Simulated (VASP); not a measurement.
# Al3Cu2 (P-3m1) in VASP: further runs, part 2 of 2

VASP 6.6.1. Earlier steps stand in the parts before.

**3. Single point, PBEsol (biaxial strain in the a-b plane: -1.0 %)**

INCAR

```
SYSTEM = Al3Cu2
ALGO = Fast
EDIFF = 1E-6
ENCUT = 520
GGA = PS
ISIF = 2
ISMEAR = 0
LASPH = .True.
LCHARG = .True.
LELF = .True.
LREAL = .False.
LVHAR = .True.
LWAVE = .False.
NBANDS = 24
NELM = 100
PREC = Accurate
SIGMA = 0.1
```

KPOINTS

```
k-points
0
Gamma
  12 12 8
  0 0 0
```

POSCAR

```
Al3Cu2
1.0
    4.0575997379      0.0000000000      0.0000000000
   -2.0287998690      3.5139844514      0.0000000000
    0.0000000000      0.0000000000      5.0119934553
Al Cu
3 2
Direct
    0.0000000000      0.0000000000      0.0000000000
    0.3333333333      0.6666666667      0.3515059866
    0.6666666667      0.3333333333      0.6484940134
    0.3333333333      0.6666666667      0.8422899902
    0.6666666667      0.3333333333      0.1577100098
```

Potentials or basis: VASP PAW PBE potentials, release 64 (Al, Cu).

Launch:

```
$ cat potpaw_PBE.64/Al/POTCAR potpaw_PBE.64/Cu/POTCAR > POTCAR
$ mpirun -np 1 vasp_std > vasp.out
```

OUTCAR:

```text
SYSTEM = Al3Cu2
   EDIFF = 1E-6
   ENCUT = 520
   GGA = PS
   ISIF = 2
   ISMEAR = 0
   LASPH = .True.
   LREAL = .False.
   NELM = 100
   PREC = Accurate

 ion  position               nearest neighbor table
   1  0.000  0.000  0.000-   4 2.47   5 2.47   5 2.47   4 2.47   5 2.47   4 2.47   2 2.93   3 2.93
                             2 2.93   3 2.93   3 2.93   2 2.93
   2  0.333  0.667  0.352-   4 2.46   5 2.54   5 2.54   5 2.54   4 2.55   3 2.78   3 2.78   3 2.78
                             1 2.93   1 2.93   1 2.93
   3  0.667  0.333  0.648-   5 2.46   4 2.54   4 2.54   4 2.54   5 2.55   2 2.78   2 2.78   2 2.78
                             1 2.93   1 2.93   1 2.93
   4  0.333  0.667  0.842-   2 2.46   1 2.47   1 2.47   1 2.47   3 2.54   3 2.54   3 2.54   2 2.55

   5  0.667  0.333  0.158-   3 2.46   1 2.47   1 2.47   1 2.47   2 2.54   2 2.54   2 2.54   3 2.55

  LATTYP: Found a hexagonal cell.
 ALAT       =     4.0575997379
 C/A-ratio  =     1.2352114006

  Lattice vectors:

 A1 = (   4.0575997379,   0.0000000000,   0.0000000000)
 A2 = (  -2.0287998690,   3.5139844514,   0.0000000000)
 A3 = (   0.0000000000,   0.0000000000,   5.0119934553)

Analysis of symmetry for initial positions (statically):
=====================================================================
 Subroutine PRICEL returns:
 Original cell was already a primitive cell.

 Routine SETGRP: Setting up the symmetry group for a
 hexagonal supercell.

 Subroutine GETGRP returns: Found 12 space group operations
 (whereof 12 operations were pure point group operations)
 out of a pool of 24 trial point group operations.

The static configuration has the point symmetry D_3d.

Analysis of symmetry for dynamics (positions and initial velocities):
=====================================================================
 Subroutine PRICEL returns:
 Original cell was already a primitive cell.

 Routine SETGRP: Setting up the symmetry group for a
 hexagonal supercell.

 Subroutine GETGRP returns: Found 12 space group operations
 (whereof 12 operations were pure point group operations)
 out of a pool of 24 trial point group operations.

The dynamic configuration has the point symmetry D_3d.

 Subroutine INISYM returns: Found 12 space group operations
 (whereof 12 operations are pure point group operations),
 and found     1 'primitive' translations

----------------------------------------------------------------------------------------

                                     Primitive cell

  volume of cell :      71.4627

  direct lattice vectors                    reciprocal lattice vectors
     4.057599738  0.000000000  0.000000000     0.246451120  0.142288620  0.000000000
    -2.028799869  3.513984451  0.000000000     0.000000000  0.284577241  0.000000000
     0.000000000  0.000000000  5.011993455     0.000000000  0.000000000  0.199521410

  length of vectors
     4.057599738  4.057599738  5.011993455     0.284577241  0.284577241  0.199521410

  position of ions in fractional coordinates (direct lattice)
     0.000000000  0.000000000  0.000000000
     0.333333333  0.666666667  0.351505987
     0.666666667  0.333333333  0.648494013
     0.333333333  0.666666667  0.842289990
     0.666666667  0.333333333  0.157710010

[... 35 lines left out ...]
            Coordinates               Weight
  0.000000  0.000000  0.000000      1.000000
  0.083333  0.000000  0.000000      6.000000
  0.166667  0.000000  0.000000      6.000000
  0.250000  0.000000  0.000000      6.000000
  0.333333  0.000000  0.000000      6.000000
  0.416667  0.000000  0.000000      6.000000
[... 16 lines left out ...]
  0.166667  0.000000  0.125000      6.000000
  0.000000  0.166667  0.125000      6.000000
 [... further k-points ...]
   k-points           NKPTS =    131   k-points in BZ     NKDIM =    131   number of bands    NBANDS=     24
   number of dos      NEDOS =    301   number of ions     NIONS =      5
   total plane-waves  NPLWV =  36000
   dimension x,y,z NGX =    30 NGY =   30 NGZ =   40
   dimension x,y,z NGXF=    60 NGYF=   60 NGZF=   80
   ions per type =               3   2
   NGX,Y,Z   is equivalent  to a cutoff of  12.29, 12.29, 13.27 a.u.
   NGXF,Y,Z  is equivalent  to a cutoff of  24.58, 24.58, 26.54 a.u.
 SYSTEM =  Al3Cu2
   PREC   = accura    normal or accurate (medium, high low for compatibility)
   ISTART =      0    job   : 0-new  1-cont  2-samecut
   ICHARG =      2    charge: 1-file 2-atom 10-const
   ISPIN  =      1    spin polarized calculation?
   LNONCOLLINEAR =      F non collinear calculations
   LSORBIT =      F    spin-orbit coupling
   LASPH  =      T    aspherical Exc in radial PAW
   ENCUT  =  520.0 eV  38.22 Ry    6.18 a.u.   7.54  7.54  9.32*2*pi/ulx,y,z
   NELM   =    100;   NELMIN=  2; NELMDL= -5     # of ELM steps
   EDIFF  = 0.1E-05   stopping-criterion for ELM
   LREAL  =      F    real-space projection
   EDIFFG = 0.1E-04   stopping-criterion for IOM
   NSW    =      0    number of steps for IOM
   IBRION =     -1    ionic relax: 0-MD 1-quasi-New 2-CG
   NFREE  =      0    steps in history (QN), initial steepest desc. (CG)
   ISIF   =      2    stress and relaxation
   ISYM   =      2    0-nonsym 1-usesym 2-fastsym
   POTIM  = 0.5000    time-step for ionic-motion
   TEBEG  =    0.0;   TEEND  =   0.0 temperature during run
   PSTRESS=    0.0 pullay stress
   NELECT =      31.0000    total number of electrons
   NUPDOWN=      -1.0000    fix difference up-down
   EMIN   =  10.00;   EMAX   =-10.00  energy-range for DOS
   EFERMI =   0.00;   METHOD = LEGACY
   ISMEAR =     0;   SIGMA  =   0.10  broadening in eV -4-tet -1-fermi 0-gaus
   EFERMI_NEDOS =   21; number of points for ismear=-14 and -15
   IALGO  =     68    algorithm
   IMIX   =      4    mixing-type and parameters
     AMIX     =   0.40;   BMIX     =  1.00
     AMIX_MAG =   1.60;   BMIX_MAG =  1.00
  volume/ion in A,a.u.               =      14.29        96.45
  Fermi-wavevector in a.u.,A,eV,Ry     =   1.239278  2.341897 20.895977  1.535811
  Thomas-Fermi vector in A             =   2.373768
   LORBIT       =      0    0 simple, 1 ext, 2 COOP (PROOUT), +10 PAW based schemes
   GGA     = PS    functional components
   LHFCALC =     F    Hartree Fock is set to
   AEXX    =    0.0000 exact exchange contribution
   IVDW    =     0    specifies the selected vdW correction
   LEPSILON=     F    determine dielectric tensor
   LRPA    =     F    only Hartree local field effects (RPA)
 non-spin polarized calculation
 RMM-DIIS sequential band-by-band and
 Gauss-broadening in eV      SIGMA  =   0.10
  energy-cutoff  :      520.00
  volume of cell :       71.46
 maximum number of plane-waves:      1950
   NGX = 15   NGY = 15   NGZ = 19

 number of electron      31.0000014 magnetization

 Free energy of the ion-electron system (eV)
  ---------------------------------------------------
  ext. energy  EPLUGINS =         0.00000000
  ---------------------------------------------------
  free energy    TOTEN  =       -21.70408899 eV

  energy without entropy =      -21.69654931  energy(sigma->0) =      -21.70031915

 E-fermi :   8.4488     XC(G=0): -11.1297

 val. band max:        8.4485785099   @ k =   0.4167   0.0833   0.1250
 cond. band min:       8.4582081231   @ k =   0.0000   0.0000   0.1250
 fundamental gap:      0.0096296133
 Fermi energy:         8.4488013348

 k-point     1 :       0.0000    0.0000    0.0000
  band No.  band energies     occupation
      1      -2.9068      2.00000
      2       1.9177      2.00000
      3       2.4385      2.00000
      4       3.0240      2.00000
      5       3.0240      2.00000
      6       3.3886      2.00000
[... 637 lines left out ...]
     23      14.1818      0.00000
     24      14.3923      0.00000

 [... further k-points ...]

------------------------ aborting loop because EDIFF is reached ----------------------------------------

  FORCE on cell =-STRESS in cart. coord.  units (eV):
  Direction    XX          YY          ZZ          XY          YZ          ZX
  --------------------------------------------------------------------------------------
  -------------------------------------------------------------------------------------
  Total        1.3869107      1.3869107     -0.0631554     -0.0000000     -0.0000000     -0.0000000
  in kB       31.0942105     31.0942105     -1.4159295     -0.0000000     -0.0000000     -0.0000000
  external PRESSURE =      20.2574972 kB  Pullay stress =       0.0000000 kB

 VOLUME and BASIS-vectors are now :
 -----------------------------------------------------------------------------
  energy-cutoff  :      520.00
  volume of cell :       71.46
      direct lattice vectors                 reciprocal lattice vectors
     4.057599738  0.000000000  0.000000000     0.246451120  0.142288620  0.000000000
    -2.028799869  3.513984451  0.000000000     0.000000000  0.284577241  0.000000000
     0.000000000  0.000000000  5.011993455     0.000000000  0.000000000  0.199521410

 POSITION                                       TOTAL-FORCE (eV/Angst)
 -----------------------------------------------------------------------------------
      0.00000      0.00000      0.00000        -0.000000      0.000000      0.000000
     -0.00000      2.34266      1.76175         0.000000      0.000000      0.013723
      2.02880      1.17133      3.25025        -0.000000      0.000000     -0.013723
     -0.00000      2.34266      4.22155         0.000000     -0.000000     -0.049672
      2.02880      1.17133      0.79044        -0.000000      0.000000      0.049672
 -----------------------------------------------------------------------------------
    total drift:                               -0.000000      0.000000      0.000000

  FREE ENERGIE OF THE ION-ELECTRON SYSTEM (eV)
  ---------------------------------------------------
  free  energy   TOTEN  =       -21.7040889876 eV

  energy  without entropy=      -21.6965493123  energy(sigma->0) =      -21.70031915
```

OSZICAR:

```text
N       E                     dE             d eps       ncg     rms          rms(c)
DAV:   1     0.174274335264E+03    0.17427E+03   -0.12291E+04  6304   0.149E+03
DAV:   2    -0.157003319447E+02   -0.18997E+03   -0.17663E+03  6328   0.288E+02
[... 11 lines left out ...]
RMM:  14    -0.217046500394E+02    0.11623E-03   -0.56466E-04  8443   0.148E-01    0.172E-01
RMM:  15    -0.217048414279E+02   -0.19139E-03   -0.88387E-05  8685   0.984E-02    0.203E-01
RMM:  16    -0.217041114503E+02    0.72998E-03   -0.30164E-03 10740   0.683E-01    0.425E-02
RMM:  17    -0.217040923298E+02    0.19120E-04   -0.32793E-05  7814   0.689E-02    0.147E-02
RMM:  18    -0.217040880324E+02    0.42974E-05   -0.19562E-05  7579   0.472E-02    0.374E-03
RMM:  19    -0.217040891393E+02   -0.11069E-05   -0.81479E-06  6405   0.177E-02    0.495E-03
RMM:  20    -0.217040889876E+02    0.15166E-06   -0.14320E-06  4447   0.167E-02
   1 F= -.21704089E+02 E0= -.21700319E+02  d E =-.753968E-02
```

Run time: 4.2 min. Hardware: 1 thread of Intel Xeon Platinum 8488C (Sapphire Rapids), shared host; peak memory 0.32 GiB.

Results:

```yaml
Free_energy: -21.7041 eV
Pressure: 2.0 GPa
Largest_force: 0.050 eV/Å
```

Forces on the atoms (eV/Å):
```
Al   0.000  0.000  0.000
Al   0.000  0.000  0.014
Al   0.000  0.000 -0.014
Cu   0.000  0.000 -0.050
Cu   0.000  0.000  0.050
```

Levels at points of the mesh, in eV from the Fermi level:
```
           k point  band 13  band 14  band 15  band 16  band 17  band 18
(0.00, 0.00, 0.00)    -3.70    -0.09    -0.09     1.46     1.46     2.74
(0.50, 0.00, 0.00)    -3.06    -3.00    -2.64    -0.80    -0.06     0.42
(0.00, 0.00, 0.50)     1.28     1.28     1.40     1.40     1.70     2.39
(0.50, 0.00, 0.50)    -4.17    -3.54    -1.74    -0.13     0.82     1.09
```

Caveat: the cell differs from its parent crystal (biaxial strain in the a-b plane: -1.0 %); the PAW data sets were made with another functional, which shifts forces and pressure a little.

**4. Single point, PBEsol**

This run uses another cell than the first one, of 14.50 Å³/atom, 1.016 times its volume.

INCAR

```
SYSTEM = Al3Cu2
PREC = Accurate
ENCUT = 520
EDIFF = 1E-6
ISMEAR = 0
SIGMA = 0.1
LREAL = .False.
LASPH = .True.
NELM = 80
ALGO = Fast
ISIF = 2
LWAVE = .False.
LCHARG = .True.
GGA = PS
LELF = .True.
LVHAR = .True.
NBANDS = 24
```

KPOINTS

```
Automatic mesh
0
Gamma
  12 12 8
  0 0 0
```

POSCAR, as its differences from that of step 3:

```diff
@@ -2,5 +2,5 @@
 1.0
-    4.0575997379      0.0000000000      0.0000000000
-   -2.0287998690      3.5139844514      0.0000000000
-    0.0000000000      0.0000000000      5.0119934553
+    4.0985855939      0.0000000000      0.0000000000
+   -2.0492927969      3.5494792439      0.0000000000
+    0.0000000000      0.0000000000      4.9821008502
 Al Cu
```

Potentials or basis: VASP PAW PBE potentials, release 64 (Al, Cu).

Launch:

```
$ cat potpaw_PBE.64/Al/POTCAR potpaw_PBE.64/Cu/POTCAR > POTCAR
$ mpirun -np 1 vasp_std > vasp.out
```

OUTCAR:

```text
SYSTEM = Al3Cu2
   PREC = Accurate
   ENCUT = 520
   EDIFF = 1E-6
   ISMEAR = 0
   LREAL = .False.
   LASPH = .True.
   NELM = 80
   ISIF = 2
   GGA = PS

 ion  position               nearest neighbor table
   1  0.000  0.000  0.000-   4 2.49   5 2.49   4 2.49   5 2.49   5 2.49   4 2.49   2 2.94   3 2.94
                             2 2.94   3 2.94   2 2.94   3 2.94
   2  0.333  0.667  0.352-   4 2.45   4 2.54   5 2.56   5 2.56   5 2.56   3 2.79   3 2.79   3 2.79
                             1 2.94   1 2.94   1 2.94
   3  0.667  0.333  0.648-   5 2.45   5 2.54   4 2.56   4 2.56   4 2.56   2 2.79   2 2.79   2 2.79
[... 858 lines left out ...]
  -------------------------------------------------------------------------------------
  Total        0.2337214      0.2337214      0.2324153      0.0000000      0.0000000     -0.0000000
  in kB        5.1665178      5.1665178      5.1376450      0.0000000      0.0000000     -0.0000000
  external PRESSURE =       5.1568935 kB  Pullay stress =       0.0000000 kB

 VOLUME and BASIS-vectors are now :
 -----------------------------------------------------------------------------
  energy-cutoff  :      520.00
  volume of cell :       72.48
      direct lattice vectors                 reciprocal lattice vectors
     4.098585594  0.000000000  0.000000000     0.243986609  0.140865734  0.000000000
    -2.049292797  3.549479244  0.000000000     0.000000000  0.281731469  0.000000000
     0.000000000  0.000000000  4.982100850     0.000000000  0.000000000  0.200718538

 POSITION                                       TOTAL-FORCE (eV/Angst)
 -----------------------------------------------------------------------------------
      0.00000      0.00000      0.00000        -0.000000      0.000000      0.000000
     -0.00000      2.36632      1.75124        -0.000000     -0.000000      0.001963
      2.04929      1.18316      3.23086         0.000000      0.000000     -0.001963
     -0.00000      2.36632      4.19637        -0.000000      0.000000      0.000160
      2.04929      1.18316      0.78573        -0.000000     -0.000000     -0.000160
 -----------------------------------------------------------------------------------
    total drift:                               -0.000000      0.000000      0.000000

  FREE ENERGIE OF THE ION-ELECTRON SYSTEM (eV)
  ---------------------------------------------------
  free  energy   TOTEN  =       -21.7191546472 eV

  energy  without entropy=      -21.7122408411  energy(sigma->0) =      -21.71569774
```

Run time: 4 min. Hardware: 1 thread of Intel Xeon Platinum 8488C (Sapphire Rapids), shared host; peak memory 0.32 GiB.

Results:

- Free energy: -21.7192 eV
- Pressure: 0.5 GPa

Caveat: the PAW data sets were made with another functional, which shifts forces and pressure a little.

**5. Summary**

| cell | gap on the mesh (eV) | pressure (GPa) | largest force (eV/Å) |
| --- | --- | --- | --- |
| a = 4.058, b = 4.058, c = 5.002 Å, angles 90.0, 90.0, 120.0°, 5 atoms | none | 2.3 | 0.01 |
| a = 4.058, b = 4.058, c = 5.012 Å, angles 90.0, 90.0, 120.0°, 5 atoms | none | 2.0 | 0.05 |
| a = 4.099, b = 4.099, c = 4.982 Å, angles 90.0, 90.0, 120.0°, 5 atoms | none | 0.5 | - |

Alike in all rows: task single point; level PBEsol; potentials or basis VASP PAW PBE potentials, release 64 (Al, Cu); no spin polarisation; k mesh 12 × 12 × 8; cutoff (eV) 520; smearing gaussian 0.1 eV.

Caveats: the PAW data sets were made with another functional, which shifts forces and pressure a little.

Total energies depend on the potentials used, so only differences within one code and one set of settings carry meaning.
